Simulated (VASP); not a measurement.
# B (P6/mmm) in VASP: notebook

The runs below take B through relaxation of cell and atoms, with PBE.

All numbers are computed with VASP 6.6.1; they aren't measurements. Logs are shortened: lines on timing, memory, paths and dates and some standing lists are left out, and cuts for length are marked.

**1. The cell of the first run**

Symmetry: P6/mmm, No. 191, hexagonal system. Conventional cell: a = 1.875 Å, b = 1.875 Å, c = 5.642 Å, α = 90.00°, β = 90.00°, γ = 120.00°. B (site symmetry 6mm) has 7 B at 1.75 to 1.87 Å within 2.3 Å.

**2. Relaxation of cell and atoms, PBE**

INCAR reads:

```
PREC = Accurate ; ENCUT = 910
EDIFF = 1E-7 ; ISMEAR = 0
SIGMA = 0.1 ; LREAL = F
LASPH = T ; NELM = 120
ALGO = Normal ; ISIF = 3
LWAVE = F ; LCHARG = F
GGA = PE ; IBRION = 2
NSW = 90 ; EDIFFG = -0.04
GGA_COMPAT = F ; NELMIN = 4
```

KPOINTS reads:

```
regular mesh
0
Gamma
  12 12 4
```

POSCAR reads:

```
B
1.0
    1.8749453302      0.0000000000      0.0000000000
   -0.9374726651      1.6237502866      0.0000000000
    0.0000000000      0.0000000000      5.6416784472
B
2
Direct
    0.0000000000      0.0000000000      0.1552036276
    0.0000000000      0.0000000000      0.8447963724
```

Potentials or basis: VASP PAW PBE potentials, release 64 (B_h).

Started as:

```bash
$ cat potpaw_PBE.64/B_h/POTCAR > POTCAR
$ mpirun -np 1 vasp_std > vasp.out
```

OUTCAR:

```text
PREC = Accurate
   ENCUT = 910
   EDIFF = 1E-7
   ISMEAR = 0
   LREAL = F
   LASPH = T
   NELM = 120
   ISIF = 3
   GGA = PE
   IBRION = 2
   NSW = 90
   EDIFFG = -0.04
   NELMIN = 4

 ion  position               nearest neighbor table
   1  0.000  0.000  0.155-
   2  0.000  0.000  0.845-

  LATTYP: Found a hexagonal cell.
 ALAT       =     1.8749453302
 C/A-ratio  =     3.0089829054

  Lattice vectors:

 A1 = (   1.8749453302,   0.0000000000,   0.0000000000)
 A2 = (  -0.9374726651,   1.6237502866,   0.0000000000)
 A3 = (   0.0000000000,   0.0000000000,   5.6416784472)

Analysis of symmetry for initial positions (statically):
=====================================================================
 Subroutine PRICEL returns:
 Original cell was already a primitive cell.

 Routine SETGRP: Setting up the symmetry group for a
 hexagonal supercell.

 Subroutine GETGRP returns: Found 24 space group operations
 (whereof 24 operations were pure point group operations)
 out of a pool of 24 trial point group operations.

The static configuration has the point symmetry D_6h.

Analysis of symmetry for dynamics (positions and initial velocities):
=====================================================================
 Subroutine PRICEL returns:
 Original cell was already a primitive cell.

 Routine SETGRP: Setting up the symmetry group for a
 hexagonal supercell.

 Subroutine GETGRP returns: Found 24 space group operations
 (whereof 24 operations were pure point group operations)
 out of a pool of 24 trial point group operations.

The dynamic configuration has the point symmetry D_6h.

 Subroutine INISYM returns: Found 24 space group operations
 (whereof 24 operations are pure point group operations),
 and found     1 'primitive' translations

----------------------------------------------------------------------------------------

                                     Primitive cell

  volume of cell :      17.1758

  direct lattice vectors                    reciprocal lattice vectors
     1.874945330  0.000000000  0.000000000     0.533348884  0.307929122  0.000000000
    -0.937472665  1.623750287  0.000000000     0.000000000  0.615858244  0.000000000
     0.000000000  0.000000000  5.641678447     0.000000000  0.000000000  0.177252215

  length of vectors
     1.874945330  1.874945330  5.641678447     0.615858244  0.615858244  0.177252215

  position of ions in fractional coordinates (direct lattice)
     0.000000000  0.000000000  0.155203628
     0.000000000  0.000000000  0.844796372

  ion indices of the primitive-cell ions
   primitive index   ion index
                 1           1
                 2           2

----------------------------------------------------------------------------------------

 KPOINTS: regular mesh

Automatic generation of k-mesh.
 Grid dimensions read from file:
 generate k-points for:   12   12    4

 Generating k-lattice:

  Cartesian coordinates                     Fractional coordinates (reciprocal lattice)
     0.044445740  0.025660760  0.000000000     0.083333333  0.000000000  0.000000000
     0.000000000  0.051321520  0.000000000     0.000000000  0.083333333  0.000000000
     0.000000000  0.000000000  0.044313054     0.000000000  0.000000000  0.250000000

  Length of vectors
     0.051321520  0.051321520  0.044313054

  Shift w.r.t. Gamma in fractional coordinates (k-lattice)
     0.000000000  0.000000000  0.000000000

 Subroutine IBZKPT returns following result:
 ===========================================

 Found     57 irreducible k-points:

 Following reciprocal coordinates:
            Coordinates               Weight
  0.000000  0.000000  0.000000      1.000000
  0.083333  0.000000  0.000000      6.000000
  0.166667  0.000000  0.000000      6.000000
  0.250000 -0.000000  0.000000      6.000000
  0.333333 -0.000000  0.000000      6.000000
  0.416667 -0.000000  0.000000      6.000000
[... 16 lines left out ...]
  0.250000 -0.000000  0.250000     12.000000
  0.333333 -0.000000  0.250000     12.000000
 [... further k-points ...]
   k-points           NKPTS =     57   k-points in BZ     NKDIM =     57   number of bands    NBANDS=      7
   number of dos      NEDOS =    301   number of ions     NIONS =      2
   total plane-waves  NPLWV =  18144
   dimension x,y,z NGX =    18 NGY =   18 NGZ =   56
   dimension x,y,z NGXF=    36 NGYF=   36 NGZF=  112
   ions per type =               2
   NGX,Y,Z   is equivalent  to a cutoff of  15.96, 15.96, 16.50 a.u.
   NGXF,Y,Z  is equivalent  to a cutoff of  31.92, 31.92, 33.00 a.u.
 SYSTEM =  unknown system
   PREC   = accura    normal or accurate (medium, high low for compatibility)
   ISTART =      0    job   : 0-new  1-cont  2-samecut
   ICHARG =      2    charge: 1-file 2-atom 10-const
   ISPIN  =      1    spin polarized calculation?
   LNONCOLLINEAR =      F non collinear calculations
   LSORBIT =      F    spin-orbit coupling
   LASPH  =      T    aspherical Exc in radial PAW
   ENCUT  =  910.0 eV  66.88 Ry    8.18 a.u.   4.61  4.61 13.88*2*pi/ulx,y,z
   NELM   =    120;   NELMIN=  4; NELMDL= -5     # of ELM steps
   EDIFF  = 0.1E-06   stopping-criterion for ELM
   LREAL  =      F    real-space projection
   EDIFFG = -.4E-01   stopping-criterion for IOM
   NSW    =     90    number of steps for IOM
   IBRION =      2    ionic relax: 0-MD 1-quasi-New 2-CG
   NFREE  =      1    steps in history (QN), initial steepest desc. (CG)
   ISIF   =      3    stress and relaxation
   ISYM   =      2    0-nonsym 1-usesym 2-fastsym
   POTIM  = 0.5000    time-step for ionic-motion
   TEBEG  =    0.0;   TEEND  =   0.0 temperature during run
   PSTRESS=    0.0 pullay stress
   NELECT =       6.0000    total number of electrons
   NUPDOWN=      -1.0000    fix difference up-down
   EMIN   =  10.00;   EMAX   =-10.00  energy-range for DOS
   EFERMI =   0.00;   METHOD = LEGACY
   ISMEAR =     0;   SIGMA  =   0.10  broadening in eV -4-tet -1-fermi 0-gaus
   EFERMI_NEDOS =   21; number of points for ismear=-14 and -15
   IALGO  =     38    algorithm
   IMIX   =      4    mixing-type and parameters
     AMIX     =   0.40;   BMIX     =  1.00
     AMIX_MAG =   1.60;   BMIX_MAG =  1.00
  volume/ion in A,a.u.               =       8.59        57.95
  Fermi-wavevector in a.u.,A,eV,Ry     =   1.152975  2.178807 18.086920  1.329351
  Thomas-Fermi vector in A             =   2.289622
   LORBIT       =      0    0 simple, 1 ext, 2 COOP (PROOUT), +10 PAW based schemes
   GGA     = PE    functional components
   LHFCALC =     F    Hartree Fock is set to
   AEXX    =    0.0000 exact exchange contribution
   IVDW    =     0    specifies the selected vdW correction
   LEPSILON=     F    determine dielectric tensor
   LRPA    =     F    only Hartree local field effects (RPA)
 conjugate gradient relaxation of ions
 non-spin polarized calculation
 Gauss-broadening in eV      SIGMA  =   0.10
  energy-cutoff  :      910.00
  volume of cell :       17.18
 maximum number of plane-waves:      1088
   NGX =  9   NGY =  9   NGZ = 27

--------------------------------------- Ionic step        1  -------------------------------------------

 number of electron       6.0000000 magnetization

 Free energy of the ion-electron system (eV)
  ---------------------------------------------------
  ext. energy  EPLUGINS =         0.00000000
  ---------------------------------------------------
  free energy    TOTEN  =       -11.67690708 eV

  energy without entropy =      -11.67480501  energy(sigma->0) =      -11.67585605

------------------------ aborting loop because EDIFF is reached ----------------------------------------

  FORCE on cell =-STRESS in cart. coord.  units (eV):
  Direction    XX          YY          ZZ          XY          YZ          ZX
  --------------------------------------------------------------------------------------
  -------------------------------------------------------------------------------------
  Total       -0.5724050     -0.5724050      0.8126031      0.0000000      0.0000000      0.0000000
  in kB      -53.3946554    -53.3946554     75.8006427      0.0000000      0.0000000      0.0000000
  external PRESSURE =     -10.3295560 kB  Pullay stress =       0.0000000 kB
[... 129 lines left out ...]
  energy  without entropy=      -11.7014178194  energy(sigma->0) =      -11.70176708

--------------------------------------- Ionic step        5  -------------------------------------------

 number of electron       6.0000000 magnetization

 Free energy of the ion-electron system (eV)
  ---------------------------------------------------
  ext. energy  EPLUGINS =         0.00000000
  ---------------------------------------------------
  free energy    TOTEN  =       -11.70274618 eV

  energy without entropy =      -11.70197292  energy(sigma->0) =      -11.70235955

 E-fermi :   7.8704     XC(G=0): -10.6070

 val. band max:        7.8266050376   @ k =   0.0000   0.0000   0.2500
 cond. band min:       7.9208658053   @ k =   0.2500   0.2500   0.0000
 fundamental gap:      0.0942607677
 Fermi energy:         7.8704258723

 k-point     1 :       0.0000    0.0000    0.0000
  band No.  band energies     occupation
      1     -10.2830      2.00000
      2      -5.5932      2.00000
      3      -0.9286      2.00000
      4       9.5184      0.00000
      5      12.1939      0.00000
      6      26.9474      0.00000
      7      26.9474      0.00000
[... 221 lines left out ...]
 k-point    24 :       0.3333   -0.0000    0.2500
  band No.  band energies     occupation
      1      -5.3761      2.00000
      2      -1.3455      2.00000
      3       5.0289      2.00000
      4      11.0555      0.00000
      5      11.9770      0.00000
      6      17.3892      0.00000
      7      20.6455      0.00000

 [... further k-points ...]
[... 5 lines left out ...]
  --------------------------------------------------------------------------------------
  -------------------------------------------------------------------------------------
  Total        0.0183972      0.0183972     -0.0749427      0.0000000     -0.0000000      0.0000000
  in kB        1.7441534      1.7441534     -7.1049544      0.0000000     -0.0000000      0.0000000
  external PRESSURE =      -1.2055492 kB  Pullay stress =       0.0000000 kB
[... 17 lines left out ...]
  FREE ENERGIE OF THE ION-ELECTRON SYSTEM (eV)
  ---------------------------------------------------
  free  energy   TOTEN  =       -11.7027461792 eV

  energy  without entropy=      -11.7019729157  energy(sigma->0) =      -11.70235955

 reached required accuracy - stopping structural energy minimisation
```

It took 20 s on 1 thread of AMD EPYC 9R45 (Zen 5), shared host; peak memory 0.11 GiB.

Results:

```
Free energy                            : -11.7027 eV
Relaxed volume                         : 8.45 Å³/atom
Relaxed cell                           : a = 1.845 Å, b = 1.845 Å, c = 5.730 Å, α = 90.00°, β = 90.00°, γ = 120.00°
Space group after relaxing (to 0.05 Å) : P6/mmm (No. 191)
Energy gained by relaxing              : 12.9 meV/atom
Ionic steps                            : 5
Pressure after relaxing                : -0.1 GPa
Band gap on the k mesh                 : zero (band 3 reaches 8.18 eV, above the bottom of band 4 at 6.40 eV)
```

The path:
```
step  energy change (eV)  largest force (eV/Å)  pressure (GPa)  volume (Å³)
   1              0.0000                0.4677           -1.03        17.18
   2             -0.0244                0.1313           -1.88        17.03
   3             -0.0248                0.0576           -2.01        17.05
   4             -0.0252                0.0427            1.41        16.78
   5             -0.0258                0.0010           -0.12        16.90
```

Final structure:
```yaml
crystal:
  lattice:
    - [1.84545, 0.00000, 0.00000]
    - [-0.92273, 1.59821, 0.00000]
    - [0.00000, 0.00000, 5.72984]
  atoms:
    - { symbol: B, position: [0.00000, 0.00000, 0.15863] }
    - { symbol: B, position: [0.00000, 0.00000, 0.84137] }
```

Caveat: this functional lacks dispersion, which binds the layers, so the pressure and a relaxed spacing across them are unreliable.

(Continued in part 2 of 2.)
